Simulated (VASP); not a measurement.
LiF (Griceite), 2 atoms in the cell. Symmetry: I4/mmm, No. 139, tetragonal system. The conventional cell has a = 2.926 Å, b = 2.926 Å, c = 3.900 Å, α = 90.00°, β = 90.00°, γ = 90.00°. Li (site symmetry 4/mmm) has 6 F at 1.95 to 2.07 Å within 2.6 Å. Within 2.6 Å of F (site symmetry 4/mmm) lie 6 Li at 1.95 to 2.07 Å.  This cell differs from its parent crystal: epitaxial xy strain +3.7%.

| Quantity | Value |
| --- | --- |
| Program | VASP 6.6.1 |
| Task | single point |
| Functional | r2SCAN |
| Potentials or basis | VASP PAW PBE potentials, release 64 (Li_sv, F) |
| Cutoff | 520 eV |
| k mesh | 10 × 10 × 10 |
| Occupations | gaussian, width 0.01 eV |
| Spin | no spin polarisation |
| Dipole correction | no |
| Further INCAR settings | ALGO = Normal; EDIFF = 1e-06; NBANDS = 12 |

Potentials or basis: VASP PAW PBE potentials, release 64 (Li_sv, F).

Command:

```console
$ cat potpaw_PBE.64/Li_sv/POTCAR potpaw_PBE.64/F/POTCAR > POTCAR
$ cp INCAR.step1 INCAR
$ mpirun -np 1 vasp_std > vasp.out
$ cp INCAR.step2 INCAR
$ mpirun -np 1 vasp_std > vasp.out
```

Hardware: 1 thread of Intel(R) Xeon(R) Platinum 8488C (Sapphire Rapids), with other jobs on the host.

**Question.** How long does it take, and how much memory?

**Answer.** It took 32 s on 1 thread of Intel(R) Xeon(R) Platinum 8488C (Sapphire Rapids), on a shared host, peak memory 0.14 GiB. Counts: k points 102.
